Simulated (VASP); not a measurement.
# BiB (rocksalt type) (Fm-3m) in VASP: a series of runs

The runs below take BiB (rocksalt type) through electric field gradients, with LDA, PBE.

Program: VASP 6.6.1. These are calculated values, not measurements. Logs are shortened: lines on timing, memory, paths and dates and some standing lists are left out, and cuts for length are marked.

## (1) The cell of the first run

The structure is cubic, space group Fm-3m (No. 225). The conventional cell has a = 5.205 Å, b = 5.205 Å, c = 5.205 Å, α = 90.00°, β = 90.00°, γ = 90.00°. B (site symmetry m-3m) has 6 Bi at 2.60 Å within 3.4 Å. Within 3.4 Å of Bi (site symmetry m-3m) lie 6 B at 2.60 Å.

## (2) Electric field gradients, LDA (functional lda, volume scaled by 0.96)

File INCAR:

```
  PREC = Accurate
  ENCUT = 520
  EDIFF = 1E-8
  ISMEAR = -1
  SIGMA = 0.05
  LREAL = False
  LASPH = True
  NELM = 100
  ALGO = Normal
  ISIF = 2
  LWAVE = False
  LCHARG = False
  GGA = CA
  LEFG = True
  NBANDS = 16
```

File KPOINTS:

```
regular mesh
0
Gamma
  12 12 12
```

File POSCAR:

```
BiB
1.0
    0.0000000000      2.6024212825      2.6024212825
    2.6024212825      0.0000000000      2.6024212825
    2.6024212825      2.6024212825      0.0000000000
B Bi
1 1
Direct
    0.0000000000      0.0000000000      0.0000000000
    0.5000000000      0.5000000000      0.5000000000
```

Potentials or basis: VASP PAW LDA potentials, release 64 (B, Bi_d).

On the command line:

```sh
> cat potpaw_LDA.64/B/POTCAR potpaw_LDA.64/Bi_d/POTCAR > POTCAR
> mpirun -np 1 vasp_std > vasp.out
```

OUTCAR:

```text
PREC = Accurate
   ENCUT = 520
   EDIFF = 1E-8
   ISMEAR = -1
   LREAL = False
   LASPH = True
   NELM = 100
   ISIF = 2
   GGA = CA

 ion  position               nearest neighbor table
   1  0.000  0.000  0.000-   2 2.60   2 2.60   2 2.60   2 2.60   2 2.60   2 2.60
   2  0.500  0.500  0.500-   1 2.60   1 2.60   1 2.60   1 2.60   1 2.60   1 2.60

  LATTYP: Found a face centered cubic cell.
 ALAT       =     5.2048425650

  Lattice vectors:

 A1 = (   0.0000000000,   2.6024212825,   2.6024212825)
 A2 = (   2.6024212825,   0.0000000000,   2.6024212825)
 A3 = (   2.6024212825,   2.6024212825,   0.0000000000)

Analysis of symmetry for initial positions (statically):
=====================================================================
 Subroutine PRICEL returns:
 Original cell was already a primitive cell.

 Routine SETGRP: Setting up the symmetry group for a
 face centered cubic supercell.

 Subroutine GETGRP returns: Found 48 space group operations
 (whereof 48 operations were pure point group operations)
 out of a pool of 48 trial point group operations.

The static configuration has the point symmetry O_h .

Analysis of symmetry for dynamics (positions and initial velocities):
=====================================================================
 Subroutine PRICEL returns:
 Original cell was already a primitive cell.

 Routine SETGRP: Setting up the symmetry group for a
 face centered cubic supercell.

 Subroutine GETGRP returns: Found 48 space group operations
 (whereof 48 operations were pure point group operations)
 out of a pool of 48 trial point group operations.

The dynamic configuration has the point symmetry O_h .

 Subroutine INISYM returns: Found 48 space group operations
 (whereof 48 operations are pure point group operations),
 and found     1 'primitive' translations

----------------------------------------------------------------------------------------

                                     Primitive cell

  volume of cell :      35.2503

  direct lattice vectors                    reciprocal lattice vectors
     0.000000000  2.602421282  2.602421282    -0.192128770  0.192128770  0.192128770
[... 121 lines left out ...]
   NGX = 13   NGY = 13   NGZ = 13

 number of electron      18.0000007 magnetization

 Free energy of the ion-electron system (eV)
  ---------------------------------------------------
  ext. energy  EPLUGINS =         0.00000000
  ---------------------------------------------------
  free energy    TOTEN  =        -9.66178372 eV

  energy without entropy =       -9.65314265  energy(sigma->0) =       -9.65746318

 E-fermi :   8.4789     XC(G=0): -11.3076

 val. band max:        8.4711167617   @ k =   0.1667   0.0000   0.0000
 cond. band min:       8.4853163725   @ k =  -0.1667   0.2500   0.0833
 fundamental gap:      0.0141996108
 Fermi energy:         8.4788877176

 k-point     1 :       0.0000    0.0000    0.0000
  band No.  band energies     occupation
      1     -14.3281      2.00000
      2     -14.3281      2.00000
      3     -14.3281      2.00000
      4     -14.2970      2.00000
      5     -14.2970      2.00000
      6      -5.9578      2.00000
[... 433 lines left out ...]
      3     -14.3061      2.00000
      4     -14.2498      2.00000
      5     -14.2369      2.00000
      6      -2.7909      2.00000
[... 8 lines left out ...]
     15      20.6263      0.00000
     16      20.7487      0.00000

 [... further k-points ...]

------------------------ aborting loop because EDIFF is reached ----------------------------------------

  FORCE on cell =-STRESS in cart. coord.  units (eV):
  Direction    XX          YY          ZZ          XY          YZ          ZX
  --------------------------------------------------------------------------------------
  -------------------------------------------------------------------------------------
  Total       -0.3939644     -0.3939644     -0.3939644     -0.0000000      0.0000000     -0.0000000
  in kB      -17.9062547    -17.9062547    -17.9062547     -0.0000000      0.0000000     -0.0000000
  external PRESSURE =     -17.9062547 kB  Pullay stress =       0.0000000 kB

 VOLUME and BASIS-vectors are now :
 -----------------------------------------------------------------------------
  energy-cutoff  :      520.00
  volume of cell :       35.25
      direct lattice vectors                 reciprocal lattice vectors
     0.000000000  2.602421282  2.602421282    -0.192128770  0.192128770  0.192128770
     2.602421282  0.000000000  2.602421282     0.192128770 -0.192128770  0.192128770
     2.602421282  2.602421282  0.000000000     0.192128770  0.192128770 -0.192128770

 POSITION                                       TOTAL-FORCE (eV/Angst)
 -----------------------------------------------------------------------------------
      0.00000      0.00000      0.00000        -0.000000     -0.000000      0.000000
      2.60242      2.60242      2.60242         0.000000      0.000000      0.000000
 -----------------------------------------------------------------------------------
    total drift:                                0.000000      0.000000      0.000000

  FREE ENERGIE OF THE ION-ELECTRON SYSTEM (eV)
  ---------------------------------------------------
  free  energy   TOTEN  =        -9.6617837172 eV

  energy  without entropy=       -9.6531426462  energy(sigma->0) =       -9.65746318

 Electric field gradients (V/A^2)
---------------------------------------------------------------------
 ion       V_xx      V_yy      V_zz      V_xy      V_xz      V_yz
---------------------------------------------------------------------
   1      -0.000    -0.000    -0.000     0.000     0.000     0.000
   2       0.000    -0.000    -0.000     0.002     0.002     0.002
---------------------------------------------------------------------

 Electric field gradients after diagonalization (V/A^2)
 (convention: |V_zz| > |V_xx| > |V_yy|)
----------------------------------------------------------------------
 ion       V_xx      V_yy      V_zz     asymmetry (V_yy - V_xx)/ V_zz
----------------------------------------------------------------------
   1      -0.000    -0.000     0.000       0.000
   2      -0.002    -0.002     0.003       0.000
----------------------------------------------------------------------

           NMR quadrupolar parameters

 Cq : quadrupolar parameter    Cq=e*Q*V_zz/h
 eta: asymmetry parameters     (V_yy - V_xx)/ V_zz
 Q  : nuclear electric quadrupole moment in mb (millibarn)
----------------------------------------------------------------------
 ion       Cq(MHz)       eta       Q (mb)
----------------------------------------------------------------------
   1       0.000       0.000       1.000
   2       0.000       0.000       1.000
----------------------------------------------------------------------
```

stdout:

```text
POSCAR found type information on POSCAR B Bi
 POSCAR found :  2 types and       2 ions
 scaLAPACK will be used
 LDA part: xc-table for (Slater(with rela. corr.)+CA(PZ))
 , standard interpolation
 POSCAR, INCAR and KPOINTS ok, starting setup
 FFT: planning ... GRIDC
 FFT: planning ... GRID_SOFT
 FFT: planning ... GRID
 WAVECAR not read
 entering main loop
ion   1

ion   2
```

It took 20 s on 1 thread of Intel Xeon Platinum 8488C (Sapphire Rapids), shared host; peak memory 0.16 GiB.

What came out:

```yaml
Free_energy: -9.6618 eV
Pressure: -1.8 GPa
Band_gap_on_the_k_mesh: zero (band 9 reaches 9.62 eV, above the bottom of band 10 at 5.47 eV)
```

Levels at points of the mesh, in eV from the Fermi level:
| k point | band 5 | band 6 | band 7 | band 8 | band 9 | band 10 | band 11 | band 12 | band 13 | band 14 |
| --- | --- | --- | --- | --- | --- | --- | --- | --- | --- | --- |
| (0.00, 0.00, 0.00) | -22.78 | -14.44 | -0.12 | -0.12 | -0.12 | 0.50 | 6.70 | 6.70 | 6.70 | 8.55 |
| (0.50, 0.00, 0.00) | -22.71 | -11.52 | -8.45 | 1.05 | 1.05 | 1.88 | 1.88 | 2.93 | 3.01 | 10.77 |
| (0.50, 0.50, 0.00) | -22.69 | -10.51 | -6.38 | -3.86 | -3.01 | -3.01 | 4.01 | 8.59 | 8.59 | 9.27 |

Caveat: the cell differs from its parent crystal (functional lda, volume scaled by 0.96); without QUAD_EFG the Cq values of the log hold for a quadrupole moment of 1 mb, not for the nuclei; spin-orbit coupling is left out, which moves the levels of the heavy elements.

## (3) Electric field gradients, PBE

This run uses another cell than the first one, of 18.36 Å³/atom, 1.042 times its volume.

File INCAR:

```
SYSTEM = BiB
ALGO = Normal
EDIFF = 1E-8
ENCUT = 520
GGA = PE
ISIF = 2
ISMEAR = -1
LASPH = .TRUE.
LCHARG = .FALSE.
LEFG = .TRUE.
LREAL = .FALSE.
LWAVE = .FALSE.
NBANDS = 16
NELM = 80
PREC = Accurate
SIGMA = 0.05
```

File KPOINTS:

```
k-points
0
G
  12 12 12
  0 0 0
```

File POSCAR:

```
BiB
1.0
    0.0000000000      2.6380753196      2.6380753196
    2.6380753196      0.0000000000      2.6380753196
    2.6380753196      2.6380753196      0.0000000000
B Bi
1 1
Direct
    0.0000000000      0.0000000000      0.0000000000
    0.5000000000      0.5000000000      0.5000000000
```

Potentials or basis: VASP PAW PBE potentials, release 64 (B, Bi_d).

On the command line:

```sh
> cat potpaw_PBE.64/B/POTCAR potpaw_PBE.64/Bi_d/POTCAR > POTCAR
> mpirun -np 1 vasp_std > vasp.out
```

OUTCAR:

```text
SYSTEM = BiB
   EDIFF = 1E-8
   ENCUT = 520
   GGA = PE
   ISIF = 2
   ISMEAR = -1
   LASPH = .TRUE.
   LREAL = .FALSE.
   NELM = 80
   PREC = Accurate

 ion  position               nearest neighbor table
   1  0.000  0.000  0.000-   2 2.64   2 2.64   2 2.64   2 2.64   2 2.64   2 2.64
   2  0.500  0.500  0.500-   1 2.64   1 2.64   1 2.64   1 2.64   1 2.64   1 2.64

  LATTYP: Found a face centered cubic cell.
 ALAT       =     5.2761506392

  Lattice vectors:

 A1 = (   0.0000000000,   2.6380753196,   2.6380753196)
[... 668 lines left out ...]
  ---------------------------------------------------
  free  energy   TOTEN  =        -8.1986414909 eV

  energy  without entropy=       -8.1901755876  energy(sigma->0) =       -8.19440854

 Electric field gradients (V/A^2)
---------------------------------------------------------------------
 ion       V_xx      V_yy      V_zz      V_xy      V_xz      V_yz
---------------------------------------------------------------------
   1      -0.000    -0.000    -0.000     0.000     0.000     0.000
   2       0.000     0.000    -0.000     0.001     0.001     0.001
---------------------------------------------------------------------

 Electric field gradients after diagonalization (V/A^2)
 (convention: |V_zz| > |V_xx| > |V_yy|)
----------------------------------------------------------------------
 ion       V_xx      V_yy      V_zz     asymmetry (V_yy - V_xx)/ V_zz
----------------------------------------------------------------------
   1      -0.000    -0.000     0.000       0.000
   2      -0.001    -0.001     0.001       0.000
----------------------------------------------------------------------

           NMR quadrupolar parameters

 Cq : quadrupolar parameter    Cq=e*Q*V_zz/h
 eta: asymmetry parameters     (V_yy - V_xx)/ V_zz
 Q  : nuclear electric quadrupole moment in mb (millibarn)
----------------------------------------------------------------------
 ion       Cq(MHz)       eta       Q (mb)
----------------------------------------------------------------------
   1       0.000       0.000       1.000
   2       0.000       0.000       1.000
----------------------------------------------------------------------
```

OSZICAR:

```text
N       E                     dE             d eps       ncg     rms          rms(c)
DAV:   1     0.128348657473E+03    0.12835E+03   -0.98348E+03  2312   0.136E+03
DAV:   2    -0.801671978338E+00   -0.12915E+03   -0.12471E+03  2552   0.340E+02
DAV:   3    -0.839800981407E+01   -0.75963E+01   -0.75204E+01  2936   0.785E+01
DAV:   4    -0.856126059572E+01   -0.16325E+00   -0.16319E+00  2984   0.125E+01
DAV:   5    -0.856678259378E+01   -0.55220E-02   -0.55219E-02  3216   0.206E+00    0.271E+00
DAV:   6    -0.820082822572E+01    0.36595E+00   -0.77779E-01  3056   0.660E+00    0.894E-01
DAV:   7    -0.819799861708E+01    0.28296E-02   -0.95570E-02  2872   0.158E+00    0.466E-01
DAV:   8    -0.819884425097E+01   -0.84563E-03   -0.60618E-03  3000   0.974E-01    0.637E-02
DAV:   9    -0.819864306805E+01    0.20118E-03   -0.57512E-04  3328   0.294E-01    0.297E-02
DAV:  10    -0.819864131660E+01    0.17515E-05   -0.11053E-04  3184   0.112E-01    0.112E-02
DAV:  11    -0.819864295379E+01   -0.16372E-05   -0.15990E-05  3224   0.455E-02    0.486E-03
DAV:  12    -0.819864145681E+01    0.14970E-05   -0.18548E-06  3008   0.147E-02    0.721E-04
DAV:  13    -0.819864147671E+01   -0.19898E-07   -0.14894E-07  2920   0.280E-03    0.208E-04
DAV:  14    -0.819864149414E+01   -0.17430E-07   -0.48958E-09  2088   0.731E-04    0.101E-04
DAV:  15    -0.819864149087E+01    0.32660E-08   -0.93864E-10  1568   0.375E-04
   1 F= -.81986415E+01 E0= -.81944085E+01  d E =-.846590E-02
```

stdout:

```text
POSCAR found type information on POSCAR B Bi
 POSCAR found :  2 types and       2 ions
 scaLAPACK will be used
 LDA part: xc-table for (Slater+PW92), standard interpolation
 POSCAR, INCAR and KPOINTS ok, starting setup
 FFT: planning ... GRIDC
 FFT: planning ... GRID_SOFT
 FFT: planning ... GRID
 WAVECAR not read
 entering main loop
ion   1

ion   2
```

Run time: 28 s. Hardware: 1 thread of Intel Xeon Platinum 8488C (Sapphire Rapids), shared host; peak memory 0.18 GiB.

What came out:

| Quantity | Value |
| --- | --- |
| Free energy | -8.1986 eV |
| Pressure | 0.0 GPa |
| Band gap on the k mesh | zero (band 9 reaches 9.24 eV, above the bottom of band 10 at 5.24 eV) |

Caveat: without QUAD_EFG the Cq values of the log hold for a quadrupole moment of 1 mb, not for the nuclei; spin-orbit coupling is left out, which moves the levels of the heavy elements.
